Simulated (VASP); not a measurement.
# BiAs (P-3m1) in VASP: relaxation of cell and atoms with PBE+D3(BJ)

Aim: the relaxation of cell and atoms of BiAs with PBE+D3(BJ).

All numbers are computed with VASP 6.6.1; they aren't measurements. Logs are shortened: lines on timing, memory, paths and dates and some standing lists are left out, and cuts for length are marked.

## (1) The cell of the first run

Symmetry: P-3m1, No. 164, trigonal system. The conventional cell has a = 4.084 Å, b = 4.084 Å, c = 8.627 Å, α = 90.00°, β = 90.00°, γ = 120.00°. Within 3.7 Å of Bi (site symmetry 3m) lie 3 As at 2.79 Å and 1 Bi at 3.66 Å. Within 3.7 Å of As (site symmetry 3m) lie 3 Bi at 2.79 Å and 3 As at 3.08 Å.

## (2) Relaxation of cell and atoms, PBE+D3(BJ)

INCAR reads:

```
PREC = Accurate
ENCUT = 600
EDIFF = 1E-6
ISMEAR = 0
SIGMA = 0.02
LREAL = False
LASPH = True
NELM = 60
ALGO = Normal
ISIF = 3
LWAVE = False
LCHARG = False
GGA = PE
IVDW = 12
IBRION = 2
NSW = 100
EDIFFG = -0.01
```

KPOINTS reads:

```
regular mesh
0
Gamma
  12 12 4
```

POSCAR reads:

```
BiAs
1.0
    4.0841433078      0.0000000000      0.0000000000
   -2.0420716539      3.5369718573      0.0000000000
    0.0000000000      0.0000000000      8.6269066219
Bi As
2 2
Direct
    0.0000000000      0.0000000000      0.7120518624
    0.0000000000      0.0000000000      0.2879481376
    0.3333333333      0.6666666667      0.8849066638
    0.6666666667      0.3333333333      0.1150933362
```

Potentials or basis: VASP PAW PBE potentials, release 64 (Bi_d, As).

Started as:

```console
$ cat potpaw_PBE.64/Bi_d/POTCAR potpaw_PBE.64/As/POTCAR > POTCAR
$ mpirun -np 1 vasp_std > vasp.out
```

OUTCAR:

```text
PREC = Accurate
   ENCUT = 600
   EDIFF = 1E-6
   ISMEAR = 0
   LREAL = False
   LASPH = True
   NELM = 60
   ISIF = 3
   GGA = PE
   IVDW = 12
   IBRION = 2
   NSW = 100
   EDIFFG = -0.01
 IVDW          = 12

 ion  position               nearest neighbor table
   1  0.000  0.000  0.712-   3 2.79   3 2.79   3 2.79   2 3.66
   2  0.000  0.000  0.288-   4 2.79   4 2.79   4 2.79   1 3.66
   3  0.333  0.667  0.885-   1 2.79   1 2.79   1 2.79
   4  0.667  0.333  0.115-   2 2.79   2 2.79   2 2.79

  LATTYP: Found a hexagonal cell.
 ALAT       =     4.0841433078
 C/A-ratio  =     2.1122928291

  Lattice vectors:

 A1 = (   4.0841433078,   0.0000000000,   0.0000000000)
 A2 = (  -2.0420716539,   3.5369718573,   0.0000000000)
 A3 = (   0.0000000000,   0.0000000000,   8.6269066219)

Analysis of symmetry for initial positions (statically):
=====================================================================
 Subroutine PRICEL returns:
 Original cell was already a primitive cell.

 Routine SETGRP: Setting up the symmetry group for a
 hexagonal supercell.

 Subroutine GETGRP returns: Found 12 space group operations
 (whereof 12 operations were pure point group operations)
 out of a pool of 24 trial point group operations.

The static configuration has the point symmetry D_3d.

Analysis of symmetry for dynamics (positions and initial velocities):
=====================================================================
 Subroutine PRICEL returns:
 Original cell was already a primitive cell.

 Routine SETGRP: Setting up the symmetry group for a
 hexagonal supercell.

 Subroutine GETGRP returns: Found 12 space group operations
 (whereof 12 operations were pure point group operations)
 out of a pool of 24 trial point group operations.

The dynamic configuration has the point symmetry D_3d.

 Subroutine INISYM returns: Found 12 space group operations
 (whereof 12 operations are pure point group operations),
 and found     1 'primitive' translations

----------------------------------------------------------------------------------------

                                     Primitive cell

  volume of cell :     124.6200

  direct lattice vectors                    reciprocal lattice vectors
     4.084143308  0.000000000  0.000000000     0.244849391  0.141363862  0.000000000
    -2.042071654  3.536971857  0.000000000     0.000000000  0.282727723  0.000000000
     0.000000000  0.000000000  8.626906622     0.000000000  0.000000000  0.115916405

  length of vectors
     4.084143308  4.084143308  8.626906622     0.282727723  0.282727723  0.115916405

  position of ions in fractional coordinates (direct lattice)
     0.000000000  0.000000000  0.712051862
     0.000000000  0.000000000  0.287948138
     0.333333333  0.666666667  0.884906664
     0.666666667  0.333333333  0.115093336

  ion indices of the primitive-cell ions
   primitive index   ion index
                 1           1
                 2           2
                 3           3
                 4           4

----------------------------------------------------------------------------------------

 KPOINTS: regular mesh

Automatic generation of k-mesh.
 Grid dimensions read from file:
 generate k-points for:   12   12    4

 Generating k-lattice:

  Cartesian coordinates                     Fractional coordinates (reciprocal lattice)
     0.020404116  0.011780322  0.000000000     0.083333333  0.000000000  0.000000000
     0.000000000  0.023560644  0.000000000     0.000000000  0.083333333  0.000000000
     0.000000000  0.000000000  0.028979101     0.000000000  0.000000000  0.250000000

  Length of vectors
     0.023560644  0.023560644  0.028979101

  Shift w.r.t. Gamma in fractional coordinates (k-lattice)
     0.000000000  0.000000000  0.000000000

 Subroutine IBZKPT returns following result:
 ===========================================

 Found     69 irreducible k-points:

 Following reciprocal coordinates:
            Coordinates               Weight
  0.000000  0.000000  0.000000      1.000000
  0.083333  0.000000  0.000000      6.000000
  0.166667  0.000000  0.000000      6.000000
  0.250000  0.000000  0.000000      6.000000
  0.333333  0.000000  0.000000      6.000000
  0.416667  0.000000  0.000000      6.000000
[... 16 lines left out ...]
  0.166667  0.000000  0.250000      6.000000
  0.000000  0.166667  0.250000      6.000000
 [... further k-points ...]
   k-points           NKPTS =     69   k-points in BZ     NKDIM =     69   number of bands    NBANDS=     24
   number of dos      NEDOS =    301   number of ions     NIONS =      4
   total plane-waves  NPLWV =  90720
   dimension x,y,z NGX =    36 NGY =   36 NGZ =   70
   dimension x,y,z NGXF=    72 NGYF=   72 NGZF=  140
   ions per type =               2   2
   NGX,Y,Z   is equivalent  to a cutoff of  14.65, 14.65, 13.49 a.u.
   NGXF,Y,Z  is equivalent  to a cutoff of  29.31, 29.31, 26.98 a.u.
 SYSTEM =  unknown system
   PREC   = accura    normal or accurate (medium, high low for compatibility)
   ISTART =      0    job   : 0-new  1-cont  2-samecut
   ICHARG =      2    charge: 1-file 2-atom 10-const
   ISPIN  =      1    spin polarized calculation?
   LNONCOLLINEAR =      F non collinear calculations
   LSORBIT =      F    spin-orbit coupling
   LASPH  =      T    aspherical Exc in radial PAW
   ENCUT  =  600.0 eV  44.10 Ry    6.64 a.u.   8.16  8.16 17.23*2*pi/ulx,y,z
   NELM   =     60;   NELMIN=  2; NELMDL= -5     # of ELM steps
   EDIFF  = 0.1E-05   stopping-criterion for ELM
   LREAL  =      F    real-space projection
   EDIFFG = -.1E-01   stopping-criterion for IOM
   NSW    =    100    number of steps for IOM
   IBRION =      2    ionic relax: 0-MD 1-quasi-New 2-CG
   NFREE  =      1    steps in history (QN), initial steepest desc. (CG)
   ISIF   =      3    stress and relaxation
   ISYM   =      2    0-nonsym 1-usesym 2-fastsym
   POTIM  = 0.5000    time-step for ionic-motion
   TEBEG  =    0.0;   TEEND  =   0.0 temperature during run
   PSTRESS=    0.0 pullay stress
   NELECT =      40.0000    total number of electrons
   NUPDOWN=      -1.0000    fix difference up-down
   EMIN   =  10.00;   EMAX   =-10.00  energy-range for DOS
   EFERMI =   0.00;   METHOD = LEGACY
   ISMEAR =     0;   SIGMA  =   0.02  broadening in eV -4-tet -1-fermi 0-gaus
   EFERMI_NEDOS =   21; number of points for ismear=-14 and -15
   IALGO  =     38    algorithm
   IMIX   =      4    mixing-type and parameters
     AMIX     =   0.40;   BMIX     =  1.00
     AMIX_MAG =   1.60;   BMIX_MAG =  1.00
  volume/ion in A,a.u.               =      31.15       210.24
  Fermi-wavevector in a.u.,A,eV,Ry     =   1.120897  2.118188 17.094489  1.256409
  Thomas-Fermi vector in A             =   2.257546
   LORBIT       =      0    0 simple, 1 ext, 2 COOP (PROOUT), +10 PAW based schemes
   GGA     = PE    functional components
   LHFCALC =     F    Hartree Fock is set to
   AEXX    =    0.0000 exact exchange contribution
   IVDW    =    12    specifies the selected vdW correction
   LEPSILON=     F    determine dielectric tensor
   LRPA    =     F    only Hartree local field effects (RPA)
 conjugate gradient relaxation of ions
 non-spin polarized calculation
 Gauss-broadening in eV      SIGMA  =   0.02
  energy-cutoff  :      600.00
  volume of cell :      124.62
 maximum number of plane-waves:      4182
 NGX is ok and might be reduce to    36
   NGX = 17   NGY = 17   NGZ = 35

--------------------------------------- Ionic step        1  -------------------------------------------

 number of electron      40.0000005 magnetization

 Free energy of the ion-electron system (eV)
  ---------------------------------------------------
  ext. energy  EPLUGINS =         0.00000000
  ---------------------------------------------------
  free energy    TOTEN  =       -16.86760807 eV

  energy without entropy =      -16.86759756  energy(sigma->0) =      -16.86760282

------------------------ aborting loop because EDIFF is reached ----------------------------------------

 Edisp (eV)   -1.58423

 E8    (eV) :    -0.7359
[... 117 lines left out ...]
--------------------------------------- Ionic step        4  -------------------------------------------

 number of electron      40.0000007 magnetization

 E-fermi :   5.4862     XC(G=0):  -9.2473

 val. band max:        5.4671031191   @ k =   0.0000   0.0833   0.2500
 cond. band min:       5.5050751930   @ k =   0.0833   0.0833   0.0000
 fundamental gap:      0.0379720738
 Fermi energy:         5.4861633971

 k-point     1 :       0.0000    0.0000    0.0000
  band No.  band energies     occupation
      1     -17.5892      2.00000
      2     -17.5892      2.00000
      3     -17.5891      2.00000
      4     -17.5891      2.00000
      5     -17.5735      2.00000
      6     -17.5508      2.00000
[... 637 lines left out ...]
     23       7.6590      0.00000
     24       8.1215      0.00000

 [... further k-points ...]

------------------------ aborting loop because EDIFF is reached ----------------------------------------

 Edisp (eV)   -1.61882

 E8    (eV) :    -0.7519
[... 117 lines left out ...]
--------------------------------------- Ionic step        7  -------------------------------------------

 number of electron      40.0000009 magnetization

 Free energy of the ion-electron system (eV)
  ---------------------------------------------------
  ext. energy  EPLUGINS =         0.00000000
  ---------------------------------------------------
  free energy    TOTEN  =       -16.84889566 eV

  energy without entropy =      -16.84874178  energy(sigma->0) =      -16.84881872

 E-fermi :   5.4166     XC(G=0):  -9.2305

 val. band max:        5.4030691363   @ k =   0.0000   0.0833   0.2500
 cond. band min:       5.4298348820   @ k =   0.0833   0.0833   0.0000
 fundamental gap:      0.0267657457
 Fermi energy:         5.4165645367

 k-point     1 :       0.0000    0.0000    0.0000
  band No.  band energies     occupation
      1     -17.6235      2.00000
      2     -17.6235      2.00000
      3     -17.6234      2.00000
      4     -17.6234      2.00000
      5     -17.6094      2.00000
      6     -17.5868      2.00000
[... 637 lines left out ...]
     23       7.5749      0.00000
     24       8.0470      0.00000

 [... further k-points ...]

------------------------ aborting loop because EDIFF is reached ----------------------------------------

 Edisp (eV)   -1.61292

 E8    (eV) :    -0.7493
[... 27 lines left out ...]
  FREE ENERGIE OF THE ION-ELECTRON SYSTEM (eV)
  ---------------------------------------------------
  free  energy   TOTEN  =       -18.4618169819 eV

  energy  without entropy=      -18.4616630935  energy(sigma->0) =      -18.46174004

 reached required accuracy - stopping structural energy minimisation
```

It took 8.4 min on 1 thread of Intel Xeon 6975P-C (Granite Rapids), shared host; peak memory 0.47 GiB.

Results:

```yaml
Free_energy: -18.4618 eV
Relaxed_volume: 30.64 Å³/atom
Relaxed_cell: a = 4.056 Å, b = 4.056 Å, c = 8.605 Å, α = 90.00°, β = 90.00°, γ = 120.00°
Space_group_after_relaxing_to_0.1_Å: P-3m1 (No. 164)
Energy_gained_by_relaxing: 2.5 meV/atom
Ionic_steps: 7
Pressure_after_relaxing: 0.0 GPa
Largest_force_after_relaxing: 0.009 eV/Å
Band_gap_on_the_k_mesh: zero (bands 20 and 21 overlap by 0.52 eV)
Dispersion_energy_per_atom: -0.403 eV
```

Forces on the atoms (eV/Å):
```
Bi   0.000  0.000  0.009
Bi   0.000  0.000 -0.009
As   0.000  0.000  0.007
As   0.000  0.000 -0.007
```

Step by step:
```tsv
step	energy change (eV)	largest force (eV/Å)	pressure (GPa)	volume (Å³)
1	0.0000	0.2135	-0.12	124.62
2	-0.0061	0.1110	-0.24	124.20
3	-0.0081	0.0610	-0.35	123.77
4	-0.0088	0.0552	0.29	122.10
5	-0.0093	0.0370	0.02	122.76
6	-0.0096	0.0297	0.02	122.71
7	-0.0100	0.0089	0.00	122.58
```

Final structure:
```
Bi As
1.0
     4.05579    0.00000    0.00000
    -2.02789    3.51242    0.00000
     0.00000    0.00000    8.60457
Bi As
2 2
Direct
  0.00000 0.00000 0.71093
  0.00000 0.00000 0.28907
  0.33333 0.66667 0.88880
  0.66667 0.33333 0.11120
```

Caveat: spin-orbit coupling is left out, which moves the levels of the heavy elements.

The gap in the log of VASP goes by the Fermi energy; the results here count the filled bands.